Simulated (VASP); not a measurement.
# AlCu3 (Fm-3m) in VASP: further runs

AlCu3 is run at these levels: LDA; tasks: single point.

Everything below comes from runs of VASP 6.6.1. Logs are shortened: lines on timing, memory, paths and dates and some standing lists are left out, and cuts for length are marked.

### Step 1. The cell of the first run

The structure is cubic, space group Fm-3m (No. 225). Conventional cell: a = 5.852 Å, b = 5.852 Å, c = 5.852 Å, α = 90.00°, β = 90.00°, γ = 90.00°. Within 3.3 Å of Al (site symmetry m-3m) lie 14 Cu at 2.53 to 2.93 Å. Cu (site symmetry m-3m) has 8 Cu at 2.53 Å and 6 Al at 2.93 Å within 3.3 Å. Cu (site symmetry -43m) has 4 Al at 2.53 Å and 10 Cu at 2.53 to 2.93 Å within 3.3 Å.

### Step 2. Single point, LDA

Input file INCAR:

```
PREC = Accurate
ENCUT = 520
EDIFF = 1E-7
ISMEAR = -1
SIGMA = 0.1
LREAL = F
LASPH = T
NELM = 60
ALGO = Normal
ISIF = 2
LWAVE = F
LCHARG = T
LELF = T
LVHAR = T
NBANDS = 26
```

Input file KPOINTS:

```
Automatic mesh
0
Gamma
  7 7 7
```

Input file POSCAR:

```
AlCu3
1.0
    0.0000000000      2.9260155030      2.9260155030
    2.9260155030      0.0000000000      2.9260155030
    2.9260155030      2.9260155030      0.0000000000
Al Cu
1 3
Direct
    0.0000000000      0.0000000000      0.0000000000
    0.5000000000      0.5000000000      0.5000000000
    0.2500000000      0.2500000000      0.2500000000
    0.7500000000      0.7500000000      0.7500000000
```

Potentials or basis: VASP PAW LDA potentials, release 64 (Al, Cu).

Started as:

```bash
cat potpaw_LDA.64/Al/POTCAR potpaw_LDA.64/Cu/POTCAR > POTCAR
mpirun -np 1 vasp_std > vasp.out
```

OUTCAR:

```text
PREC = Accurate
   ENCUT = 520
   EDIFF = 1E-7
   ISMEAR = -1
   LREAL = F
   LASPH = T
   NELM = 60
   ISIF = 2

 ion  position               nearest neighbor table
   1  0.000  0.000  0.000-   4 2.53   4 2.53   4 2.53   3 2.53   3 2.53   3 2.53   4 2.53   3 2.53
                             2 2.93   2 2.93   2 2.93   2 2.93   2 2.93   2 2.93
   2  0.500  0.500  0.500-   3 2.53   3 2.53   3 2.53   4 2.53   4 2.53   4 2.53   4 2.53   3 2.53
                             1 2.93   1 2.93   1 2.93   1 2.93   1 2.93   1 2.93
   3  0.250  0.250  0.250-   1 2.53   1 2.53   1 2.53   2 2.53   2 2.53   2 2.53   2 2.53   1 2.53

   4  0.750  0.750  0.750-   2 2.53   2 2.53   2 2.53   1 2.53   1 2.53   1 2.53   2 2.53   1 2.53

  LATTYP: Found a face centered cubic cell.
 ALAT       =     5.8520310060

  Lattice vectors:

 A1 = (   0.0000000000,   2.9260155030,   2.9260155030)
 A2 = (   2.9260155030,   0.0000000000,   2.9260155030)
 A3 = (   2.9260155030,   2.9260155030,   0.0000000000)

Analysis of symmetry for initial positions (statically):
=====================================================================
 Subroutine PRICEL returns:
 Original cell was already a primitive cell.

 Routine SETGRP: Setting up the symmetry group for a
 face centered cubic supercell.

 Subroutine GETGRP returns: Found 48 space group operations
 (whereof 48 operations were pure point group operations)
 out of a pool of 48 trial point group operations.

The static configuration has the point symmetry O_h .

Analysis of symmetry for dynamics (positions and initial velocities):
=====================================================================
 Subroutine PRICEL returns:
 Original cell was already a primitive cell.

 Routine SETGRP: Setting up the symmetry group for a
 face centered cubic supercell.

 Subroutine GETGRP returns: Found 48 space group operations
 (whereof 48 operations were pure point group operations)
 out of a pool of 48 trial point group operations.

The dynamic configuration has the point symmetry O_h .

 Subroutine INISYM returns: Found 48 space group operations
 (whereof 48 operations are pure point group operations),
 and found     1 'primitive' translations

----------------------------------------------------------------------------------------

                                     Primitive cell

  volume of cell :      50.1026

  direct lattice vectors                    reciprocal lattice vectors
     0.000000000  2.926015503  2.926015503    -0.170880844  0.170880844  0.170880844
     2.926015503  0.000000000  2.926015503     0.170880844 -0.170880844  0.170880844
     2.926015503  2.926015503  0.000000000     0.170880844  0.170880844 -0.170880844

  length of vectors
     4.138010808  4.138010808  4.138010808     0.295974305  0.295974305  0.295974305

  position of ions in fractional coordinates (direct lattice)
     0.000000000  0.000000000  0.000000000
     0.500000000  0.500000000  0.500000000
     0.250000000  0.250000000  0.250000000
     0.750000000  0.750000000  0.750000000

  ion indices of the primitive-cell ions
   primitive index   ion index
                 1           1
                 2           2
                 3           3
                 4           4

----------------------------------------------------------------------------------------

 KPOINTS: Automatic mesh

Automatic generation of k-mesh.
 Grid dimensions read from file:
 generate k-points for:    7    7    7

 Generating k-lattice:

  Cartesian coordinates                     Fractional coordinates (reciprocal lattice)
    -0.024411549  0.024411549  0.024411549     0.142857143  0.000000000  0.000000000
     0.024411549 -0.024411549  0.024411549     0.000000000  0.142857143  0.000000000
     0.024411549  0.024411549 -0.024411549     0.000000000  0.000000000  0.142857143

  Length of vectors
     0.042282044  0.042282044  0.042282044

  Shift w.r.t. Gamma in fractional coordinates (k-lattice)
     0.000000000  0.000000000  0.000000000

 Subroutine IBZKPT returns following result:
 ===========================================

 Found     20 irreducible k-points:

 Following reciprocal coordinates:
            Coordinates               Weight
  0.000000  0.000000  0.000000      1.000000
  0.142857  0.000000  0.000000      8.000000
  0.285714  0.000000  0.000000      8.000000
  0.428571  0.000000  0.000000      8.000000
  0.142857  0.142857  0.000000      6.000000
  0.285714  0.142857  0.000000     24.000000
[... 12 lines left out ...]
 -0.428571  0.428571  0.142857     24.000000
 -0.285714  0.428571  0.142857     24.000000
   k-points           NKPTS =     20   k-points in BZ     NKDIM =     20   number of bands    NBANDS=     26
   number of dos      NEDOS =    301   number of ions     NIONS =      4
   total plane-waves  NPLWV =  32768
   dimension x,y,z NGX =    32 NGY =   32 NGZ =   32
   dimension x,y,z NGXF=    64 NGYF=   64 NGZF=   64
   ions per type =               1   3
   NGX,Y,Z   is equivalent  to a cutoff of  12.86, 12.86, 12.86 a.u.
   NGXF,Y,Z  is equivalent  to a cutoff of  25.71, 25.71, 25.71 a.u.
 SYSTEM =  unknown system
   PREC   = accura    normal or accurate (medium, high low for compatibility)
   ISTART =      0    job   : 0-new  1-cont  2-samecut
   ICHARG =      2    charge: 1-file 2-atom 10-const
   ISPIN  =      1    spin polarized calculation?
   LNONCOLLINEAR =      F non collinear calculations
   LSORBIT =      F    spin-orbit coupling
   LASPH  =      T    aspherical Exc in radial PAW
   ENCUT  =  520.0 eV  38.22 Ry    6.18 a.u.   7.69  7.69  7.69*2*pi/ulx,y,z
   NELM   =     60;   NELMIN=  2; NELMDL= -5     # of ELM steps
   EDIFF  = 0.1E-06   stopping-criterion for ELM
   LREAL  =      F    real-space projection
   EDIFFG = 0.1E-05   stopping-criterion for IOM
   NSW    =      0    number of steps for IOM
   IBRION =     -1    ionic relax: 0-MD 1-quasi-New 2-CG
   NFREE  =      0    steps in history (QN), initial steepest desc. (CG)
   ISIF   =      2    stress and relaxation
   ISYM   =      2    0-nonsym 1-usesym 2-fastsym
   POTIM  = 0.5000    time-step for ionic-motion
   TEBEG  =    0.0;   TEEND  =   0.0 temperature during run
   PSTRESS=    0.0 pullay stress
   NELECT =      36.0000    total number of electrons
   NUPDOWN=      -1.0000    fix difference up-down
   EMIN   =  10.00;   EMAX   =-10.00  energy-range for DOS
   EFERMI =   0.00;   METHOD = LEGACY
   ISMEAR =    -1;   SIGMA  =   0.10  broadening in eV -4-tet -1-fermi 0-gaus
   EFERMI_NEDOS =   21; number of points for ismear=-14 and -15
   IALGO  =     38    algorithm
   IMIX   =      4    mixing-type and parameters
     AMIX     =   0.40;   BMIX     =  1.00
     AMIX_MAG =   1.60;   BMIX_MAG =  1.00
  volume/ion in A,a.u.               =      12.53        84.53
  Fermi-wavevector in a.u.,A,eV,Ry     =   1.466298  2.770902 29.252950  2.150031
  Thomas-Fermi vector in A             =   2.582053
   LORBIT       =      0    0 simple, 1 ext, 2 COOP (PROOUT), +10 PAW based schemes
   GGA     = CA    functional components
   LHFCALC =     F    Hartree Fock is set to
   AEXX    =    0.0000 exact exchange contribution
   IVDW    =     0    specifies the selected vdW correction
   LEPSILON=     F    determine dielectric tensor
   LRPA    =     F    only Hartree local field effects (RPA)
 non-spin polarized calculation
  energy-cutoff  :      520.00
  volume of cell :       50.10
 maximum number of plane-waves:      1363
   NGX = 15   NGY = 15   NGZ = 15

 number of electron      35.9999972 magnetization

 Free energy of the ion-electron system (eV)
  ---------------------------------------------------
  ext. energy  EPLUGINS =         0.00000000
  ---------------------------------------------------
  free energy    TOTEN  =       -18.95908994 eV

  energy without entropy =      -18.93481173  energy(sigma->0) =      -18.94695084

 E-fermi :   8.0036     XC(G=0): -12.4301

 val. band max:        7.8765447050   @ k =   0.2857   0.2857   0.0000
 cond. band min:       8.1231410613   @ k =  -0.2857   0.1429   0.0000
 fundamental gap:      0.2465963563
 Fermi energy:         8.0036385293

 k-point     1 :       0.0000    0.0000    0.0000
  band No.  band energies     occupation
      1      -2.3236      2.00000
      2       3.4121      2.00000
      3       3.4121      2.00000
      4       3.4760      2.00000
      5       3.4760      2.00000
      6       3.4760      2.00000
[... 18 lines left out ...]
     25      14.6234      0.00000
     26      14.6234      0.00000

 k-point     2 :       0.1429    0.0000    0.0000
  band No.  band energies     occupation
      1      -2.0493      2.00000
      2       3.3661      2.00000
      3       3.3702      2.00000
      4       3.3702      2.00000
      5       3.6307      2.00000
      6       3.6307      2.00000
[... 18 lines left out ...]
     25      14.2007      0.00000
     26      14.5306      0.00000

 k-point     3 :       0.2857    0.0000    0.0000
  band No.  band energies     occupation
      1      -1.2450      2.00000
      2       2.9131      2.00000
      3       3.4228      2.00000
      4       3.4228      2.00000
      5       3.8482      2.00000
      6       3.8482      2.00000
[... 18 lines left out ...]
     25      15.4741      0.00000
     26      16.1210      0.00000

 k-point     4 :       0.4286    0.0000    0.0000
  band No.  band energies     occupation
      1       0.0091      2.00000
      2       1.6381      2.00000
      3       3.5220      2.00000
      4       3.5220      2.00000
      5       3.9197      2.00000
      6       3.9698      2.00000
[... 18 lines left out ...]
     25      17.5589      0.00000
     26      18.5273      0.00000
[... 380 lines left out ...]
      1       0.6000      2.00000
      2       2.0503      2.00000
      3       3.0365      2.00000
      4       3.5204      2.00000
      5       3.7702      2.00000
      6       4.0306      2.00000
[... 18 lines left out ...]
     25      17.2321      0.00000
     26      18.7799      0.00000

 k-point    19 :      -0.4286    0.4286    0.1429
  band No.  band energies     occupation
      1       0.9553      2.00000
      2       2.2078      2.00000
      3       2.9701      2.00000
      4       3.1666      2.00000
      5       4.0076      2.00000
      6       4.0704      2.00000
[... 18 lines left out ...]
     25      19.7865      0.00000
     26      20.4168      0.00000

 k-point    20 :      -0.2857    0.4286    0.1429
  band No.  band energies     occupation
      1       1.4364      2.00000
      2       2.3422      2.00000
      3       2.3808      2.00000
      4       3.1769      2.00000
      5       4.0230      2.00000
      6       4.0345      2.00000
[... 18 lines left out ...]
     25      18.6610      0.00000
     26      20.3403      0.00000

------------------------ aborting loop because EDIFF is reached ----------------------------------------

  FORCE on cell =-STRESS in cart. coord.  units (eV):
  Direction    XX          YY          ZZ          XY          YZ          ZX
  --------------------------------------------------------------------------------------
  -------------------------------------------------------------------------------------
  Total       -3.2812081     -3.2812081     -3.2812081      0.0000000     -0.0000000      0.0000000
  in kB     -104.9263332   -104.9263332   -104.9263332      0.0000000     -0.0000000      0.0000000
  external PRESSURE =    -104.9263332 kB  Pullay stress =       0.0000000 kB

 VOLUME and BASIS-vectors are now :
 -----------------------------------------------------------------------------
  energy-cutoff  :      520.00
  volume of cell :       50.10
      direct lattice vectors                 reciprocal lattice vectors
     0.000000000  2.926015503  2.926015503    -0.170880844  0.170880844  0.170880844
     2.926015503  0.000000000  2.926015503     0.170880844 -0.170880844  0.170880844
     2.926015503  2.926015503  0.000000000     0.170880844  0.170880844 -0.170880844

 POSITION                                       TOTAL-FORCE (eV/Angst)
 -----------------------------------------------------------------------------------
      0.00000      0.00000      0.00000         0.000000      0.000000      0.000000
      2.92602      2.92602      2.92602         0.000000      0.000000      0.000000
      1.46301      1.46301      1.46301         0.000000      0.000000     -0.000000
      4.38902      4.38902      4.38902        -0.000000     -0.000000     -0.000000
 -----------------------------------------------------------------------------------
    total drift:                               -0.000000     -0.000000      0.000000

  FREE ENERGIE OF THE ION-ELECTRON SYSTEM (eV)
  ---------------------------------------------------
  free  energy   TOTEN  =       -18.9590899362 eV

  energy  without entropy=      -18.9348117347  energy(sigma->0) =      -18.94695084
```

Run time: 27 s. Hardware: 1 thread of AMD EPYC 7R43 (Zen 3), shared host; peak memory 0.12 GiB.

What came out:

```
Free energy            : -18.9591 eV
Pressure               : -10.5 GPa
Band gap on the k mesh : zero (band 18 reaches 11.70 eV, above the bottom of band 19 at 6.31 eV)
```

### Step 3. Single point, LDA

This run uses another cell than the first one, of 12.89 Å³/atom, 1.029 times its volume.

Input file INCAR:

```
PREC = Accurate
ENCUT = 520
EDIFF = 1E-6
ISMEAR = -1
SIGMA = 0.1
LREAL = False
LASPH = True
NELM = 100
ALGO = Normal
ISIF = 2
LWAVE = False
LCHARG = False
NBANDS = 26
```

KPOINTS is that of step 2.

Input file POSCAR:

```
AlCu3
1.0
    0.0000000000      2.9538839946      2.9538839946
    2.9538839946      0.0000000000      2.9538839946
    2.9538839946      2.9538839946      0.0000000000
Al Cu
1 3
Direct
    0.0000000000      0.0000000000      0.0000000000
    0.5000000000      0.5000000000      0.5000000000
    0.2500000000      0.2500000000      0.2500000000
    0.7500000000      0.7500000000      0.7500000000
```

Potentials or basis: VASP PAW LDA potentials, release 64 (Al, Cu).

Started as:

```bash
cat potpaw_LDA.64/Al/POTCAR potpaw_LDA.64/Cu/POTCAR > POTCAR
mpirun -np 1 vasp_std > vasp.out
```

It took 22 s on 1 thread of AMD EPYC 7R43 (Zen 3), shared host; peak memory 0.13 GiB.

It converged, with:

```
Free energy            : -18.8510 eV
Pressure               : -13.4 GPa
Band gap on the k mesh : zero (band 18 reaches 11.32 eV, above the bottom of band 19 at 5.99 eV)
```

Levels at points of the mesh, in eV from the Fermi level:
| k point | band 13 | band 14 | band 15 | band 16 | band 17 | band 18 | band 19 | band 20 | band 21 | band 22 |
| --- | --- | --- | --- | --- | --- | --- | --- | --- | --- | --- |
| (0.00, 0.00, 0.00) | -2.58 | -2.58 | -2.45 | -2.45 | 3.66 | 3.66 | 3.66 | 3.89 | 3.89 | 3.89 |
